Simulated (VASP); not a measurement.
**CuAu: single point with PBEsol**

The system is CuAu.

```
Cu Au
1.0
     2.79404    0.00000    0.00000
     0.00000    2.79404    0.00000
     0.00000    0.00000    3.63829
Cu Au
1 1
Cartesian
  1.3970 1.3970 1.8191
  0.0000 0.0000 0.0000
```

| Item | Value |
| --- | --- |
| Program | VASP 6.6.1 |
| Task | single point |
| Functional | PBEsol |
| Potentials or basis | VASP PAW PBE potentials, release 64 (Cu, Au) |
| Cutoff | 520 eV |
| k mesh | 11 × 11 × 9 |
| Occupations | fermi-dirac, width 0.1 eV |
| Spin | no spin polarisation |
| Dipole correction | no |
| Further INCAR settings | ALGO = Normal; EDIFF = 1e-06; NBANDS = 18 |

The pressure is 0.1 GPa. The band gap on the k mesh is zero (band 11 reaches 12.87 eV, above the bottom of band 12 at 6.90 eV).

Stress tensor (GPa, compression positive):
```
0.05 0.00 0.00
0.00 0.05 0.00
0.00 0.00 0.13
```

Levels at points of the mesh, in eV from the Fermi level:
| k point | band 9 | band 10 | band 11 | band 12 | band 13 | band 14 |
| --- | --- | --- | --- | --- | --- | --- |
| (0.00, 0.00, 0.00) | -1.73 | -1.49 | -1.49 | 2.10 | 8.34 | 9.97 |

It took 20 s on 1 thread of Intel(R) Xeon(R) Platinum 8559C (Emerald Rapids) (shared host), peak memory 0.19 GiB.

Caveat: the PAW data sets were made with another functional, which shifts forces and pressure a little; spin-orbit coupling is left out, which moves the levels of the heavy elements.
